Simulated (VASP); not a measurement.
# HfC (P1) in VASP: further runs, part 2 of 2

VASP 6.6.1. Earlier steps stand in the parts before.

## 3. Single point, PBE

Contents of INCAR:

```
SYSTEM = HfC
  ALGO = Normal
  EDIFF = 1E-7
  ENCUT = 520
  GGA = PE
  ISIF = 2
  ISMEAR = -1
  LASPH = .True.
  LCHARG = .False.
  LREAL = .False.
  LWAVE = .False.
  NBANDS = 14
  NELM = 60
  PREC = Accurate
  SIGMA = 0.1
```

Contents of KPOINTS:

```
k-points
0
Gamma
  6 6 6
  0 0 0
```

Contents of POSCAR:

```
HfC
1.0
   -0.0460200000      2.3412800000      2.3591800000
    2.2447700000      0.0541400000      2.2590100000
    2.2973600000      2.2937000000      0.0015500000
Hf C
1 1
Direct
    0.5451300000      0.4898700000      0.4574200000
    0.9722834843      0.9913139691      0.9904593616
```

Potentials or basis: VASP PAW PBE potentials, release 64 (Hf_pv, C).

Run with:

```bash
> cat potpaw_PBE.64/Hf_pv/POTCAR potpaw_PBE.64/C/POTCAR > POTCAR
> mpirun -np 1 vasp_std > vasp.out
```

OUTCAR:

```text
SYSTEM = HfC
   EDIFF = 1E-7
   ENCUT = 520
   GGA = PE
   ISIF = 2
   ISMEAR = -1
   LASPH = .True.
   LREAL = .False.
   NELM = 60
   PREC = Accurate

 ion  position               nearest neighbor table
   1  0.545  0.490  0.457-   2 2.14   2 2.20   2 2.22   2 2.39   2 2.40   2 2.48
   2  0.972  0.991  0.990-   1 2.14   1 2.20   1 2.22   1 2.39   1 2.40   1 2.48

  LATTYP: Found a triclinic cell.
 ALAT       =     5.6678582841
 B/A-ratio  =     0.5727685658
 C/A-ratio  =     0.8149133257
 COS(alpha) =     0.0009289004
 COS(beta)  =     0.4258451517
 COS(gamma) =     0.8590802196

  Lattice vectors:

 A1 = (  -2.2513400000,  -4.6349800000,  -2.3607300000)
 A2 = (  -2.2973600000,  -2.2937000000,  -0.0015500000)
 A3 = (   0.0986100000,  -0.1017200000,  -4.6166400000)

Analysis of symmetry for initial positions (statically):
=====================================================================
 Subroutine PRICEL returns:
 Original cell was already a primitive cell.

 Routine SETGRP: Setting up the symmetry group for a
 triclinic supercell.

 Subroutine GETGRP returns: Found  1 space group operations
 (whereof  1 operations were pure point group operations)
 out of a pool of  2 trial point group operations.

The static configuration has the point symmetry C_1 .

Analysis of symmetry for dynamics (positions and initial velocities):
=====================================================================
 Subroutine PRICEL returns:
 Original cell was already a primitive cell.

 Routine SETGRP: Setting up the symmetry group for a
 triclinic supercell.

 Subroutine GETGRP returns: Found  1 space group operations
 (whereof  1 operations were pure point group operations)
 out of a pool of  2 trial point group operations.

The dynamic configuration has the point symmetry C_1 .

 Subroutine INISYM returns: Found  1 space group operations
 (whereof  1 operations are pure point group operations),
 and found     1 'primitive' translations

----------------------------------------------------------------------------------------

                                     Primitive cell

  volume of cell :      24.2346

  direct lattice vectors                    reciprocal lattice vectors
    -0.046020000  2.341280000  2.359180000    -0.213802381  0.214003437  0.207325786
     2.244770000  0.054140000  2.259010000     0.223136771 -0.223645751  0.226301545
     2.297360000  2.293700000  0.001550000     0.212970577  0.222813016 -0.216968079

  length of vectors
     3.324069817  3.185129459  3.246371060     0.366732751  0.388612698  0.376931365

  position of ions in fractional coordinates (direct lattice)
     0.545130000  0.489870000  0.457420000
     0.972283484  0.991313969  0.990459362

  ion indices of the primitive-cell ions
   primitive index   ion index
                 1           1
                 2           2

----------------------------------------------------------------------------------------

 KPOINTS: k-points

Automatic generation of k-mesh.
 Grid dimensions read from file:
 generate k-points for:    6    6    6

 Generating k-lattice:

  Cartesian coordinates                     Fractional coordinates (reciprocal lattice)
    -0.035633730  0.035667239  0.034554298     0.166666667 -0.000000000 -0.000000000
     0.037189462 -0.037274292  0.037716924     0.000000000  0.166666667  0.000000000
     0.035495096  0.037135503 -0.036161346     0.000000000  0.000000000  0.166666667

  Length of vectors
     0.061122125  0.064768783  0.062821894

  Shift w.r.t. Gamma in fractional coordinates (k-lattice)
     0.000000000  0.000000000  0.000000000

 Subroutine IBZKPT returns following result:
 ===========================================

 Found    112 irreducible k-points:

 Following reciprocal coordinates:
            Coordinates               Weight
  0.000000  0.000000  0.000000      1.000000
  0.166667  0.000000  0.000000      2.000000
  0.333333 -0.000000  0.000000      2.000000
  0.500000  0.000000  0.000000      1.000000
 -0.000000  0.166667 -0.000000      2.000000
  0.166667  0.166667  0.000000      2.000000
[... 16 lines left out ...]
  0.333333 -0.000000  0.166667      2.000000
  0.500000  0.000000  0.166667      2.000000
 [... further k-points ...]
   k-points           NKPTS =    112   k-points in BZ     NKDIM =    112   number of bands    NBANDS=     14
   number of dos      NEDOS =    301   number of ions     NIONS =      2
   total plane-waves  NPLWV =  16128
   dimension x,y,z NGX =    28 NGY =   24 NGZ =   24
   dimension x,y,z NGXF=    56 NGYF=   48 NGZF=   48
   ions per type =               1   1
   NGX,Y,Z   is equivalent  to a cutoff of  14.00, 12.53, 12.29 a.u.
   NGXF,Y,Z  is equivalent  to a cutoff of  28.01, 25.05, 24.58 a.u.
 SYSTEM =  HfC
   PREC   = accura    normal or accurate (medium, high low for compatibility)
   ISTART =      0    job   : 0-new  1-cont  2-samecut
   ICHARG =      2    charge: 1-file 2-atom 10-const
   ISPIN  =      1    spin polarized calculation?
   LNONCOLLINEAR =      F non collinear calculations
   LSORBIT =      F    spin-orbit coupling
   LASPH  =      T    aspherical Exc in radial PAW
   ENCUT  =  520.0 eV  38.22 Ry    6.18 a.u.   6.18  5.92  6.04*2*pi/ulx,y,z
   NELM   =     60;   NELMIN=  2; NELMDL= -5     # of ELM steps
   EDIFF  = 0.1E-06   stopping-criterion for ELM
   LREAL  =      F    real-space projection
   EDIFFG = 0.1E-05   stopping-criterion for IOM
   NSW    =      0    number of steps for IOM
   IBRION =     -1    ionic relax: 0-MD 1-quasi-New 2-CG
   NFREE  =      0    steps in history (QN), initial steepest desc. (CG)
   ISIF   =      2    stress and relaxation
   ISYM   =      2    0-nonsym 1-usesym 2-fastsym
   POTIM  = 0.5000    time-step for ionic-motion
   TEBEG  =    0.0;   TEEND  =   0.0 temperature during run
   PSTRESS=    0.0 pullay stress
   NELECT =      14.0000    total number of electrons
   NUPDOWN=      -1.0000    fix difference up-down
   EMIN   =  10.00;   EMAX   =-10.00  energy-range for DOS
   EFERMI =   0.00;   METHOD = LEGACY
   ISMEAR =    -1;   SIGMA  =   0.10  broadening in eV -4-tet -1-fermi 0-gaus
   EFERMI_NEDOS =   21; number of points for ismear=-14 and -15
   IALGO  =     38    algorithm
   IMIX   =      4    mixing-type and parameters
     AMIX     =   0.40;   BMIX     =  1.00
     AMIX_MAG =   1.60;   BMIX_MAG =  1.00
  volume/ion in A,a.u.               =      12.12        81.77
  Fermi-wavevector in a.u.,A,eV,Ry     =   1.363450  2.576546 25.293162  1.858995
  Thomas-Fermi vector in A             =   2.489852
   LORBIT       =      0    0 simple, 1 ext, 2 COOP (PROOUT), +10 PAW based schemes
   GGA     = PE    functional components
   LHFCALC =     F    Hartree Fock is set to
   AEXX    =    0.0000 exact exchange contribution
   IVDW    =     0    specifies the selected vdW correction
   LEPSILON=     F    determine dielectric tensor
   LRPA    =     F    only Hartree local field effects (RPA)
 non-spin polarized calculation
  energy-cutoff  :      520.00
  volume of cell :       24.23
 maximum number of plane-waves:       663
 NGX is ok and might be reduce to    28

 number of electron      14.0000001 magnetization

 Free energy of the ion-electron system (eV)
  ---------------------------------------------------
  ext. energy  EPLUGINS =         0.00000000
  ---------------------------------------------------
  free energy    TOTEN  =       -20.77822908 eV

  energy without entropy =      -20.77283788  energy(sigma->0) =      -20.77553348

 E-fermi :   6.3841     XC(G=0): -12.4462

 val. band max:        6.2144666156   @ k =  -0.0000   0.5000   0.5000
 cond. band min:       6.3946538309   @ k =   0.3333   0.3333  -0.0000
 fundamental gap:      0.1801872153
 Fermi energy:         6.3840541434

 k-point     1 :       0.0000    0.0000    0.0000
  band No.  band energies     occupation
      1     -23.1909      2.00000
      2     -23.1555      2.00000
      3     -23.1288      2.00000
      4      -6.2141      2.00000
      5       5.7279      1.99718
      6       6.1797      1.77057
      7       6.6054      0.19717
      8       8.1031      0.00000
      9       8.5012      0.00000
     10       8.9051      0.00000
     11      10.1991      0.00000
     12      10.7034      0.00000
     13      13.4445      0.00000
     14      17.2666      0.00000
[... 377 lines left out ...]
      1     -23.8236      2.00000
      2     -23.3418      2.00000
      3     -23.2513      2.00000
      4      -3.0468      2.00000
      5       0.8576      2.00000
      6       3.3079      2.00000
      7       3.9918      2.00000
      8       9.3215      0.00000
      9      11.7467      0.00000
     10      12.6092      0.00000
     11      15.0334      0.00000
     12      16.2173      0.00000
     13      17.6841      0.00000
     14      19.2851      0.00000

 [... further k-points ...]
[... 5 lines left out ...]
  --------------------------------------------------------------------------------------
  -------------------------------------------------------------------------------------
  Total        1.6650534      1.9203515      2.5384621      0.1371276     -1.3980057      1.3275787
  in kB      110.0787633    126.9568450    167.8209102      9.0656798    -92.4239092     87.7678897
  external PRESSURE =     134.9521728 kB  Pullay stress =       0.0000000 kB

 VOLUME and BASIS-vectors are now :
 -----------------------------------------------------------------------------
  energy-cutoff  :      520.00
  volume of cell :       24.23
      direct lattice vectors                 reciprocal lattice vectors
    -0.046020000  2.341280000  2.359180000    -0.213802381  0.214003437  0.207325786
     2.244770000  0.054140000  2.259010000     0.223136771 -0.223645751  0.226301545
     2.297360000  2.293700000  0.001550000     0.212970577  0.222813016 -0.216968079

 POSITION                                       TOTAL-FORCE (eV/Angst)
 -----------------------------------------------------------------------------------
      2.12542      2.35201      2.39339         0.683837     -0.811541     -1.364092
      4.45597      4.60187      4.53472        -0.683837      0.811541      1.364092
 -----------------------------------------------------------------------------------
    total drift:                                0.000008      0.000014     -0.000013

  FREE ENERGIE OF THE ION-ELECTRON SYSTEM (eV)
  ---------------------------------------------------
  free  energy   TOTEN  =       -20.7782290775 eV

  energy  without entropy=      -20.7728378834  energy(sigma->0) =      -20.77553348
```

stdout:

```text
POSCAR found type information on POSCAR HfC
 POSCAR found :  2 types and       2 ions
 scaLAPACK will be used
 LDA part: xc-table for (Slater+PW92), standard interpolation
 POSCAR, INCAR and KPOINTS ok, starting setup
 FFT: planning ... GRIDC
 FFT: planning ... GRID_SOFT
 FFT: planning ... GRID
 WAVECAR not read
 entering main loop
```

Run time: 68 s. Hardware: 1 thread of AMD EPYC 7R13, shared host; peak memory 0.14 GiB.

What came out:

- Free energy: -20.7782 eV
- Pressure: 13.5 GPa
- Largest force: 1.728 eV/Å
- Band gap on the k mesh: zero (band 7 reaches 6.61 eV, above the bottom of band 8 at 6.39 eV)

Forces on the atoms (eV/Å):
```
Hf   0.684 -0.812 -1.364
C   -0.684  0.812  1.364
```

Caveat: the k points lie up to 0.41 Å⁻¹ apart; spin-orbit coupling is left out, which moves the levels of the heavy elements; forces of over 1 eV/Å act on the atoms, so gaps and moduli don't describe the material at rest.

## 4. Single point, PBE

This run uses another cell than the first one, of 12.18 Å³/atom, 1.005 times its volume.

Contents of INCAR:

```
SYSTEM = HfC
PREC = Accurate
ENCUT = 520
EDIFF = 1E-6
ISMEAR = -1
SIGMA = 0.1
LREAL = .False.
LASPH = .True.
NELM = 100
ALGO = Normal
ISIF = 2
LWAVE = .False.
LCHARG = .True.
GGA = PE
LELF = .True.
LVHAR = .True.
NBANDS = 14
```

Contents of KPOINTS:

```
regular mesh
0
Gamma
  6 6 6
  0 0 0
```

Contents of POSCAR:

```
HfC
1.0
   -0.0460965725      2.3451756478      2.3631054315
    2.2485050651      0.0542300834      2.2627687590
    2.3011825694      2.2975164796      0.0015525790
Hf C
1 1
Direct
    0.5451300000      0.4898700000      0.4574200000
    0.9764300000      0.9958400000      0.9861200000
```

Run with:

```bash
> cat potpaw_PBE.64/Hf_pv/POTCAR potpaw_PBE.64/C/POTCAR > POTCAR
> mpirun -np 1 vasp_std > vasp.out
```

Run time: 58 s. Hardware: 1 thread of AMD EPYC 7R13, shared host; peak memory 0.14 GiB.

It converged, with:

- Free energy: -20.8128 eV
- Pressure: 11.5 GPa
- Largest force: 1.552 eV/Å
- Band gap on the k mesh: zero (band 7 reaches 6.65 eV, above the bottom of band 8 at 6.37 eV)

Forces on the atoms (eV/Å):
```
Hf   0.673 -0.797 -1.150
C   -0.673  0.797  1.150
```

Stress tensor (GPa, compression positive):
```
 9.78  0.90  8.64
 0.90 11.39 -9.10
 8.64 -9.10 13.19
```

Levels at points of the mesh, in eV from the Fermi level:
```tsv
k point	band 4	band 5	band 6	band 7	band 8	band 9	band 10	band 11
(0.00, 0.00, 0.00)	-12.56	-0.56	-0.08	0.32	1.77	2.00	2.40	3.80
(0.50, 0.00, 0.00)	-8.94	-6.34	-3.20	-2.85	4.93	5.16	5.87	7.07
(0.00, 0.50, 0.00)	-8.53	-6.31	-3.43	-3.26	5.15	5.73	5.88	6.30
(0.50, 0.50, 0.00)	-10.62	-2.67	-2.31	-0.25	0.25	5.41	6.62	6.92
(0.00, 0.00, 0.50)	-8.70	-6.35	-3.33	-2.87	4.76	5.34	6.05	6.56
(0.50, 0.00, 0.50)	-10.61	-2.63	-2.56	-0.15	0.30	5.52	6.75	6.87
(0.00, 0.50, 0.50)	-10.61	-2.66	-2.59	-0.13	0.34	5.54	6.74	6.88
(0.50, 0.50, 0.50)	-8.71	-6.35	-3.34	-2.86	4.79	5.33	6.01	6.61
```

Caveat: the k points lie up to 0.41 Å⁻¹ apart; spin-orbit coupling is left out, which moves the levels of the heavy elements; forces of over 1 eV/Å act on the atoms, so gaps and moduli don't describe the material at rest.

## 5. Single point, PBE

This run uses another cell than the first one, of 12.06 Å³/atom, 0.995 times its volume.

Contents of INCAR:

```
SYSTEM = HfC
PREC = Accurate
ENCUT = 520
EDIFF = 1E-6
ISMEAR = -1
SIGMA = 0.1
LREAL = .FALSE.
LASPH = .TRUE.
NELM = 100
ALGO = Normal
ISIF = 2
LWAVE = .FALSE.
LCHARG = .TRUE.
GGA = PE
LELF = .TRUE.
LVHAR = .TRUE.
NBANDS = 14
```

Contents of KPOINTS:

```
Automatic mesh
0
G
  6 6 6
  0 0 0
```

Contents of POSCAR:

```
HfC
1.0
   -0.0459431718      2.3373713450      2.3552414618
    2.2410224638      0.0540496159      2.2552386908
    2.2935246673      2.2898707775      0.0015474123
Hf C
1 1
Direct
    0.5451300000      0.4898700000      0.4574200000
    0.9764300000      0.9958400000      0.9861200000
```

Run with:

```bash
> cat potpaw_PBE.64/Hf_pv/POTCAR potpaw_PBE.64/C/POTCAR > POTCAR
> mpirun -np 1 vasp_std > vasp.out
```

Wall time 56 s (1 thread of AMD EPYC 7R13, shared host); peak memory 0.14 GiB.

Results (log left out):

| Quantity | Value |
| --- | --- |
| Free energy | -20.7932 eV |
| Pressure | 14.3 GPa |
| Largest force | 1.618 eV/Å |
| Band gap on the k mesh | zero (band 7 reaches 6.73 eV, above the bottom of band 8 at 6.45 eV) |

Forces in eV/Å, atoms in the order of the input:
```
Hf   0.702 -0.830 -1.199
C   -0.702  0.830  1.199
```

Stress tensor (GPa, compression positive):
```
12.54  0.95  8.78
 0.95 14.22 -9.25
 8.78 -9.25 16.07
```

Levels at points of the mesh, in eV from the Fermi level:
```tsv
k point	band 5	band 6	band 7	band 8	band 9	band 10
(0.00, 0.00, 0.00)	-0.57	-0.09	0.31	1.77	2.01	2.42
(0.50, 0.00, 0.00)	-6.39	-3.24	-2.88	4.98	5.21	5.92
(0.00, 0.50, 0.00)	-6.36	-3.47	-3.30	5.20	5.79	5.94
(0.50, 0.50, 0.00)	-2.66	-2.35	-0.24	0.26	5.46	6.69
(0.00, 0.00, 0.50)	-6.40	-3.37	-2.90	4.80	5.39	6.10
(0.50, 0.00, 0.50)	-2.63	-2.59	-0.14	0.31	5.58	6.82
(0.00, 0.50, 0.50)	-2.66	-2.62	-0.12	0.35	5.59	6.82
(0.50, 0.50, 0.50)	-6.39	-3.38	-2.90	4.83	5.38	6.07
```

Caveat: the k points lie up to 0.41 Å⁻¹ apart; spin-orbit coupling is left out, which moves the levels of the heavy elements; forces of over 1 eV/Å act on the atoms, so gaps and moduli don't describe the material at rest.

## 6. Summary

| cell | gap on the mesh (eV) | pressure (GPa) | largest force (eV/Å) |
| --- | --- | --- | --- |
| a = 3.324, b = 3.185, c = 3.246 Å, angles 59.3, 60.8, 59.6°, 2 atoms | none | 13.5 | 1.73 |
| a = 3.330, b = 3.190, c = 3.252 Å, angles 59.3, 60.8, 59.6°, 2 atoms | none | 11.5 | 1.55 |
| a = 3.319, b = 3.180, c = 3.241 Å, angles 59.3, 60.8, 59.6°, 2 atoms | none | 14.3 | 1.62 |

Some of these runs hold the atoms at other places in the same cell, which the table doesn't show; runs alike in all that it shows share one row.

Alike in all rows: task single point; level PBE; potentials or basis VASP PAW PBE potentials, release 64 (Hf_pv, C); no spin polarisation; k mesh 6 × 6 × 6; cutoff (eV) 520; smearing fermi-dirac 0.1 eV.

Caveats: all runs use coarse meshes; spin-orbit coupling is left out, which moves the levels of the heavy elements; forces of over 1 eV/Å act on the atoms, so gaps and moduli don't describe the material at rest.

Absolute energies hang on the potentials; compare differences alone.
